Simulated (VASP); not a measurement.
Input of a VASP 6.6.1 run:

File INCAR:

```
SYSTEM = Si62B
ALGO = Normal
EDIFF = 1E-6
ENCUT = 520
GGA = CA
ISIF = 2
ISMEAR = -1
ISPIN = 2
LASPH = .TRUE.
LCHARG = .TRUE.
LELF = .TRUE.
LORBIT = 11
LREAL = Auto
LVHAR = .TRUE.
LWAVE = .FALSE.
MAGMOM = 0 0 0 0 0 0 0 0 0 0 0 0 0 0 0 0 0 0 0 0 0 0 0 0 0 0 0 0 0 0 0 0 0 0 0 0 0 0 0 0 0 0 0 0 0 0 0 0 0 0 0 0 0 0 0 0 0 0 0 0 0 0 0
NBANDS = 166
NELECT = 249.0
NELM = 150
PREC = Accurate
SIGMA = 0.05
```

The input KPOINTS:

```
k-points
0
G
  1 1 1
  0 0 0
```

The input POSCAR:

```
Si62B
1.0
   10.8600000000      0.0000000000      0.0000000000
    0.0000000000     10.8600000000      0.0000000000
    0.0000000000      0.0000000000     10.8600000000
Si B
62 1
Direct
    0.5019864641     -0.0014672192      0.0004186004
    0.6351691529      0.1149747698      0.1268475138
    0.7516171271      0.2481500921      0.0004179558
    0.8757927256      0.3753524862      0.1243060773
    0.8732257827      0.1150679558      0.3650316759
   -0.0220742173     -0.0063407919      0.0221451197
    0.1226475138      0.1225193370      0.1240616943
    0.2487560773      0.2496157459     -0.0007022099
    0.3761720994      0.3739637201      0.1240246777
    0.5005204420      0.5013757827     -0.0007040516
    0.6276040516      0.6274795580      0.1240659300
    0.7564301105      0.7722081031      0.0221495396
    0.2501253223     -0.0001420810      0.2498160221
    0.3782201657      0.1233348066      0.3732946593
    0.5064833333      0.2436651013      0.2469961326
    0.6268026703      0.3719353591      0.3732998158
    0.7502831492      0.5000186924      0.2498164825
    0.8760569061      0.6274902394      0.3724603131
    0.5064393186     -0.0029505525      0.4936776243
    0.6267943831      0.1233478821      0.6219146409
    0.7530839779      0.2437388582      0.4937078269
    0.8760883057      0.3740297422      0.6239806630
    0.7502825046     -0.0001408840      0.7499802947
    0.8760500000      0.1225280847      0.8774281768
   -0.0010539595      0.5043433702      0.0011566298
    0.1155111418      0.6346357274      0.1285704420
    0.2458102210      0.7511921731      0.0011523941
    0.3747930939      0.8743484346      0.1243064457
   -0.0003325046      0.2481578269      0.2485033149
    0.1255188766      0.3743381215      0.3767267035
    0.2474430939      0.5026951197      0.2484579190
    0.3757978821      0.6246221915      0.3767263352
    0.5019818600      0.7504688766      0.2485041436
    0.6351143646      0.8769056169      0.3649929098
   -0.0003306630     -0.0014695212      0.4981094843
    0.1255135359      0.1267592081      0.6242936464
    0.2525965930      0.2486525783      0.4986156538
    0.3755383978      0.3746031308      0.6245618785
    0.5014854512      0.4975536832      0.4986218232
    0.6233880295      0.6246315838      0.6242967772
    0.7516187845      0.7504667587      0.4981060773
    0.8757934622      0.8743473297      0.6253176796
    0.2474090239     -0.0015042357      0.7526834254
    0.3757926335      0.1267585635      0.8745866483
    0.5014755985      0.2486682320      0.7475261510
    0.6233878453      0.3743465009      0.8745904236
    0.7516472376      0.5027517495      0.7527061694
    0.8715155617      0.6346858195      0.8846534991
   -0.0220659300      0.7721958564      0.2435405157
    0.1226418969      0.8740892265      0.3724566298
    0.0008158379      0.5013937385      0.4995814917
    0.1241611418      0.6259836096      0.6274995396
    0.2487454880      0.7493319521      0.4995759669
    0.3761328729      0.8740583794      0.6239538674
    0.0008186924      0.2496291897      0.7513383057
    0.1241706262      0.3775284530      0.8759379374
    0.2502953959      0.4998468692      0.7498064457
    0.3726208103      0.6259685083      0.8759318600
    0.5005128913      0.7493275322      0.7513308471
    0.6275993554      0.8741003683      0.8774233886
   -0.0010608656      0.7512029466      0.7543218232
    0.1154806630      0.8786202578      0.8846335175
    0.8628325967     -0.1127918048      0.1370176796
```

Potentials or basis: VASP PAW LDA potentials, release 64 (Si, B).

Command:

```sh
$ cat potpaw_LDA.64/Si/POTCAR potpaw_LDA.64/B/POTCAR > POTCAR
$ mpirun -np 1 vasp_gam > vasp.out
```

Task: Predict the largest force.

Result: 1.975 eV/Å.

Task: Predict the net moment.

Result: 0.00 μB per cell.

Forces in eV/Å, atoms in the order of the input:
```
Si  -0.007 -0.019  0.002
Si  -0.291  0.291  0.019
Si   0.019  0.007  0.003
Si  -0.013  0.020  0.013
Si  -0.017  0.291  0.292
Si  -0.020 -0.098  0.019
Si  -0.026 -0.024 -0.008
Si  -0.016 -0.007  0.038
Si  -0.042  0.042 -0.014
Si   0.007  0.015  0.038
Si   0.024  0.025 -0.008
Si   0.096  0.017  0.017
Si  -0.007 -0.009 -0.010
Si  -0.050  0.015  0.015
Si  -0.105  0.105  0.034
Si  -0.015  0.050  0.014
Si   0.012  0.010 -0.008
Si   0.008  0.026 -0.024
Si  -0.104  0.034  0.104
Si  -0.015  0.015  0.049
Si  -0.034  0.104  0.104
Si   0.013  0.041  0.041
Si   0.012 -0.009  0.010
Si   0.008 -0.023  0.025
Si   0.005 -0.002 -0.005
Si   0.011 -0.011  0.010
Si   0.003 -0.005 -0.005
Si  -0.020  0.013  0.013
Si  -0.003  0.006 -0.019
Si  -0.011  0.016  0.016
Si  -0.018  0.018 -0.025
Si  -0.017  0.010  0.016
Si  -0.006  0.002 -0.019
Si  -0.291  0.018  0.291
Si  -0.003 -0.019  0.006
Si  -0.010  0.016  0.017
Si  -0.018  0.005  0.005
Si  -0.006  0.006  0.006
Si  -0.004  0.018  0.004
Si  -0.016  0.011  0.017
Si   0.019  0.003  0.006
Si  -0.013  0.013  0.019
Si  -0.017 -0.026  0.018
Si  -0.016  0.016  0.010
Si  -0.004  0.005  0.017
Si  -0.016  0.017  0.011
Si   0.025  0.017  0.017
Si  -0.010 -0.013 -0.013
Si  -0.023  0.022 -0.098
Si  -0.026 -0.008 -0.025
Si  -0.039  0.015 -0.007
Si  -0.007  0.005  0.001
Si  -0.016  0.038 -0.007
Si  -0.043 -0.014  0.042
Si  -0.039 -0.007  0.015
Si  -0.007  0.001  0.005
Si   0.004 -0.002 -0.003
Si  -0.002  0.006  0.006
Si   0.007  0.038  0.015
Si   0.023 -0.008  0.024
Si   0.005 -0.005 -0.003
Si   0.012  0.010 -0.013
B    1.149 -1.141 -1.131
```

Caveat: the k points lie up to 0.58 Å⁻¹ apart; the cell carries a net charge on a neutralising background, which shifts energy and pressure; no moment was typed at the start, so none could form.
